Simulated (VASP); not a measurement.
LiF, 2 atoms in the cell. The structure is tetragonal, space group I4/mmm (No. 139). The conventional cell has a = 3.076 Å, b = 3.076 Å, c = 4.028 Å, α = 90.00°, β = 90.00°, γ = 90.00°. Li (site symmetry 4/mmm) has 6 F at 2.01 to 2.18 Å within 2.7 Å. Within 2.7 Å of F (site symmetry 4/mmm) lie 6 Li at 2.01 to 2.18 Å.  This cell differs from its parent crystal: strain +0.080 along x and y, +0.000 along z.

```yaml
Program: VASP 6.6.1
Task: single point
Functional: r2SCAN
Potentials_or_basis: VASP PAW PBE potentials, release 64 (Li_sv, F)
Cutoff: 520 eV
k_mesh: 10 × 10 × 10
Occupations: gaussian, width 0.05 eV
Spin: no spin polarisation
Dipole_correction: no
Further_INCAR_settings: ALGO = Normal; EDIFF = 1e-07; NBANDS = 12
```

Potentials or basis: VASP PAW PBE potentials, release 64 (Li_sv, F).

Launch:

```sh
$ cat potpaw_PBE.64/Li_sv/POTCAR potpaw_PBE.64/F/POTCAR > POTCAR
$ cp INCAR.step1 INCAR
$ mpirun -np 1 vasp_std > vasp.out
$ cp INCAR.step2 INCAR
$ mpirun -np 1 vasp_std > vasp.out
```

Hardware: 1 thread of Intel(R) Xeon(R) Platinum 8488C (Sapphire Rapids), with other jobs on the host.

Q: Estimate the wall time of this run.

A: Wall time 50 s on 1 thread of Intel(R) Xeon(R) Platinum 8488C (Sapphire Rapids) (shared host), peak memory 0.14 GiB. Counts: k points 102.
